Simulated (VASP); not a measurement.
A run of VASP 6.6.1 is set up as follows.

File INCAR:

```
SYSTEM = AlN
  PREC = Accurate
  ENCUT = 600
  EDIFF = 1E-6
  ISMEAR = 0
  SIGMA = 0.1
  LREAL = .False.
  LASPH = .True.
  NELM = 120
  ALGO = Normal
  ISIF = 2
  LWAVE = .False.
  LCHARG = .True.
  GGA = PE
  LELF = .True.
  LVHAR = .True.
  NBANDS = 11
  GGA_COMPAT = .False.
```

File KPOINTS:

```
regular mesh
0
Gamma
  6 6 6
  0 0 0
```

File POSCAR:

```
AlN
1.0
    0.0000000000      2.3618534812      2.3618534812
    2.3618534812      0.0000000000      2.3618534812
    2.3618534812      2.3618534812      0.0000000000
Al N
1 1
Direct
    0.0000000000      0.0000000000      0.0000000000
    0.2500000000      0.2500000000      0.2500000000
```

Potentials or basis: VASP PAW PBE potentials, release 64 (Al, N).

Run with:

```sh
$ cat potpaw_PBE.64/Al/POTCAR potpaw_PBE.64/N/POTCAR > POTCAR
$ mpirun -np 1 vasp_std > vasp.out
```

(1) Predict the band gap on the k mesh.

(2) Predict the pressure.

Answers

(1) 2.27 eV, direct.

(2) -27.0 GPa.
